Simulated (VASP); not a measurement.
# WS2 (R3m) in VASP: single point with LDA

Aim: the single point of WS2 with LDA.

Program: VASP 6.6.1. These are calculated values, not measurements. Logs are shortened: lines on timing, memory, paths and dates and some standing lists are left out, and cuts for length are marked.

## 1. The cell of the first run

The structure is trigonal, space group R3m (No. 160). Conventional cell: a = 3.157 Å, b = 3.157 Å, c = 18.118 Å, α = 90.00°, β = 90.00°, γ = 120.00°. W (site symmetry 3m) has 6 S at 2.41 Å and 6 W at 3.16 Å within 3.2 Å. Within 3.2 Å of S (site symmetry 3m) lie 3 W at 2.41 Å and 7 S at 3.15 to 3.16 Å. Within 3.2 Å of S (site symmetry 3m) lie 3 W at 2.41 Å and 7 S at 3.15 to 3.16 Å.

## 2. Single point, LDA

POSCAR

```
WS2
1.0
    1.5786015499      0.9114060298      6.0393062445
   -1.5786015499      0.9114060298      6.0393062445
    0.0000000000     -1.8228120595      6.0393062445
W S
1 2
Direct
    0.0006554627      0.0006554627      0.0006554627
    0.2472223804      0.2472223804      0.2472223804
    0.4208221569      0.4208221569      0.4208221569
```

INCAR.step1

```
  PREC = Accurate
  ENCUT = 520
  EDIFF = 1E-6
  ISMEAR = 0
  SIGMA = 0.02
  LREAL = F
  LASPH = T
  NELM = 100
  ALGO = Normal
  ISIF = 2
  LWAVE = F
  LCHARG = T
  LMAXMIX = 4
  NBANDS = 20
```

KPOINTS.step1

```
Automatic mesh
0
Gamma
  12 12 12
```

INCAR.step2

```
  PREC = Accurate
  ENCUT = 520
  EDIFF = 1E-6
  ISMEAR = -5
  SIGMA = 0.02
  LREAL = F
  LASPH = T
  NELM = 100
  ALGO = Normal
  ISIF = 2
  LWAVE = F
  LCHARG = F
  LMAXMIX = 4
  LORBIT = 11
  NEDOS = 2001
  ICHARG = 11
```

KPOINTS.step2

```
Automatic mesh
0
Gamma
  18 18 18
```

Potentials or basis: VASP PAW LDA potentials, release 64 (W_sv, S).

On the command line:

```sh
$ cat potpaw_LDA.64/W_sv/POTCAR potpaw_LDA.64/S/POTCAR > POTCAR
$ cp INCAR.step1 INCAR
$ cp KPOINTS.step1 KPOINTS
$ mpirun -np 1 vasp_std > vasp.out
$ cp INCAR.step2 INCAR
$ cp KPOINTS.step2 KPOINTS
$ mpirun -np 1 vasp_std > vasp.out
```

OUTCAR:

```text
PREC = Accurate
   ENCUT = 520
   EDIFF = 1E-6
   ISMEAR = -5
   LREAL = F
   LASPH = T
   NELM = 100
   ISIF = 2
   LORBIT = 11
   ICHARG = 11

 ion  position               nearest neighbor table
   1  0.001  0.001  0.001-   2 2.41   2 2.41   2 2.41   3 2.41   3 2.41   3 2.41
   2  0.247  0.247  0.247-   1 2.41   1 2.41   1 2.41
   3  0.421  0.421  0.421-   1 2.41   1 2.41   1 2.41

  LATTYP: Found a trigonal (rhomboedric) cell.
 ALAT       =     6.3083962874
 COS(alpha) =     0.8747617154

  Lattice vectors:

 A1 = (   1.5786015499,   0.9114060298,   6.0393062445)
 A2 = (  -1.5786015499,   0.9114060298,   6.0393062445)
 A3 = (   0.0000000000,  -1.8228120595,   6.0393062445)

Analysis of symmetry for initial positions (statically):
=====================================================================
 Subroutine PRICEL returns:
 Original cell was already a primitive cell.

 Routine SETGRP: Setting up the symmetry group for a
 trigonal (rhombohedral) supercell.

 Subroutine GETGRP returns: Found  6 space group operations
 (whereof  6 operations were pure point group operations)
 out of a pool of 12 trial point group operations.

The static configuration has the point symmetry C_3v.

Analysis of symmetry for dynamics (positions and initial velocities):
=====================================================================
 Subroutine PRICEL returns:
 Original cell was already a primitive cell.

 Routine SETGRP: Setting up the symmetry group for a
 trigonal (rhombohedral) supercell.

 Subroutine GETGRP returns: Found  6 space group operations
 (whereof  6 operations were pure point group operations)
 out of a pool of 12 trial point group operations.

The dynamic configuration has the point symmetry C_3v.

 Subroutine INISYM returns: Found  6 space group operations
 (whereof  6 operations are pure point group operations),
 and found     1 'primitive' translations

----------------------------------------------------------------------------------------

[... 96 lines left out ...]
   EDIFF  = 0.1E-05   stopping-criterion for ELM
   LREAL  =      F    real-space projection
   EDIFFG = 0.1E-04   stopping-criterion for IOM
   NSW    =      0    number of steps for IOM
   IBRION =     -1    ionic relax: 0-MD 1-quasi-New 2-CG
   NFREE  =      0    steps in history (QN), initial steepest desc. (CG)
   ISIF   =      2    stress and relaxation
   ISYM   =      2    0-nonsym 1-usesym 2-fastsym
   POTIM  = 0.5000    time-step for ionic-motion
   TEBEG  =    0.0;   TEEND  =   0.0 temperature during run
   PSTRESS=    0.0 pullay stress
   NELECT =      26.0000    total number of electrons
   NUPDOWN=      -1.0000    fix difference up-down
   EMIN   =  10.00;   EMAX   =-10.00  energy-range for DOS
   EFERMI =   0.00;   METHOD = LEGACY
   ISMEAR =    -5;   SIGMA  =   0.02  broadening in eV -4-tet -1-fermi 0-gaus
   EFERMI_NEDOS =   21; number of points for ismear=-14 and -15
   IALGO  =     38    algorithm
   IMIX   =      4    mixing-type and parameters
     AMIX     =   0.40;   BMIX     =  1.00
     AMIX_MAG =   1.60;   BMIX_MAG =  1.00
  volume/ion in A,a.u.               =      17.38       117.27
  Fermi-wavevector in a.u.,A,eV,Ry     =   1.298250  2.453337 22.931985  1.685453
  Thomas-Fermi vector in A             =   2.429591
   LORBIT       =     11    0 simple, 1 ext, 2 COOP (PROOUT), +10 PAW based schemes
   GGA     = CA    functional components
   LHFCALC =     F    Hartree Fock is set to
   AEXX    =    0.0000 exact exchange contribution
   IVDW    =     0    specifies the selected vdW correction
   LEPSILON=     F    determine dielectric tensor
   LRPA    =     F    only Hartree local field effects (RPA)
 non-spin polarized calculation
 Fermi weights with tetrahedron method with Bloechl corrections
  energy-cutoff  :      520.00
  volume of cell :       52.13
 maximum number of plane-waves:      1422

 number of electron      25.9999999 magnetization

 Free energy of the ion-electron system (eV)
  ---------------------------------------------------
  ext. energy  EPLUGINS =         0.00000000
  ---------------------------------------------------
  free energy    TOTEN  =       -26.24475975 eV

  energy without entropy =      -26.24475975  energy(sigma->0) =      -26.24475975

 E-fermi :   7.7117     XC(G=0): -11.3836

 val. band max:        7.6851083514   @ k =   0.5000   0.5000   0.5000
 cond. band min:       8.5407726205   @ k =  -0.1667   0.1667   0.0000
 fundamental gap:      0.8556642691
 Fermi energy:         7.7116522144

 k-point     1 :       0.0000    0.0000    0.0000
  band No.  band energies     occupation
      1     -66.5763      2.00000
      2     -31.1058      2.00000
      3     -30.9135      2.00000
      4     -30.9135      2.00000
      5      -7.9859      2.00000
      6      -5.8998      2.00000
[... 457 lines left out ...]
      4     -30.9617      2.00000
      5      -6.9761      2.00000
      6      -5.6145      2.00000
[... 9 lines left out ...]
     16      10.3561      0.00000
     17      11.1201      0.00000

 [... further k-points ...]

------------------------ aborting loop because EDIFF is reached ----------------------------------------

  FORCE on cell =-STRESS in cart. coord.  units (eV):
  Direction    XX          YY          ZZ          XY          YZ          ZX
  --------------------------------------------------------------------------------------
  -------------------------------------------------------------------------------------
  Total       -1.2344757     -1.2344757     -1.2618472     -0.0000000     -0.0000000      0.0000000
  in kB      -37.9376485    -37.9376485    -38.7788217     -0.0000000     -0.0000000      0.0000000
  external PRESSURE =     -38.2180396 kB  Pullay stress =       0.0000000 kB

 VOLUME and BASIS-vectors are now :
 -----------------------------------------------------------------------------
  energy-cutoff  :      520.00
  volume of cell :       52.13
      direct lattice vectors                 reciprocal lattice vectors
     1.578601550  0.911406030  6.039306244     0.316736038  0.182867637  0.055193978
    -1.578601550  0.911406030  6.039306244    -0.316736038  0.182867637  0.055193978
     0.000000000 -1.822812059  6.039306244     0.000000000 -0.365735273  0.055193978

 POSITION                                       TOTAL-FORCE (eV/Angst)
 -----------------------------------------------------------------------------------
      0.00000      0.00000      0.01188         0.000000     -0.000000     -0.001048
      0.00000      0.00000      4.47915         0.000000      0.000000      0.409428
      0.00000      0.00000      7.62442         0.000000     -0.000000     -0.408380
 -----------------------------------------------------------------------------------
    total drift:                               -0.000000     -0.000000      0.000712

  FREE ENERGIE OF THE ION-ELECTRON SYSTEM (eV)
  ---------------------------------------------------
  free  energy   TOTEN  =       -26.2447597518 eV

  energy  without entropy=      -26.2447597518  energy(sigma->0) =      -26.24475975

 total charge

# of ion       s       p       d       tot
------------------------------------------
    1        2.323   6.328   3.429  12.080
    2        1.358   2.350   0.000   3.708
    3        1.359   2.349   0.000   3.708
--------------------------------------------------
tot          5.041  11.027   3.429  19.497
```

Run time: 38 min. Hardware: 1 thread of AMD EPYC 7R13, shared host; peak memory 0.62 GiB.

What came out:

| Item | Value |
| --- | --- |
| Valence electrons inside the program's atomic spheres | W 12.08; S 3.71 |

Caveat: spin-orbit coupling is left out, which moves the levels of the heavy elements.
